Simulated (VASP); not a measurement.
Set up this calculation in VASP 6.6.1, as the native input.

```yaml
Task: single point
Functional: LDA
Potentials_or_basis: VASP PAW LDA potentials, release 64 (Ta_pv)
Cutoff: 520 eV
k_mesh: 26 × 26 × 26
Occupations: fermi-dirac, width 0.15 eV
Spin: no spin polarisation
Dipole_correction: no
Further_INCAR_settings: ALGO = Normal; EDIFF = 1e-07; NBANDS = 12
```

The structure of Ta lies in POSCAR:

```
Ta
1.0
   -1.6276972512      1.6276972512      1.6276972512
    1.6276972512     -1.6276972512      1.6276972512
    1.6276972512      1.6276972512     -1.6276972512
Ta
1
Direct
    0.0000000000      0.0000000000      0.0000000000
```

The input as run:

INCAR

```
SYSTEM = Ta
ALGO = Normal
EDIFF = 1E-7
ENCUT = 520
GGA = CA
ISIF = 2
ISMEAR = -1
LASPH = .True.
LCHARG = .False.
LREAL = .False.
LWAVE = .False.
NBANDS = 12
NELM = 60
PREC = Accurate
SIGMA = 0.15
```

KPOINTS

```
k-points
0
Gamma
  26 26 26
  0 0 0
```

Potentials or basis: VASP PAW LDA potentials, release 64 (Ta_pv).

Run with:

```bash
$ cat potpaw_LDA.64/Ta_pv/POTCAR > POTCAR
$ mpirun -np 1 vasp_std > vasp.out
```

It gave:

- Pressure: 0.9 GPa
- Band gap on the k mesh: zero (an odd number of electrons rules out a gap without spin polarisation)

Caveat: spin-orbit coupling is left out, which moves the levels of the heavy elements.

Wall time 87 s on 1 thread of Intel Xeon 8259CL, on a shared host, peak memory 0.21 GiB.
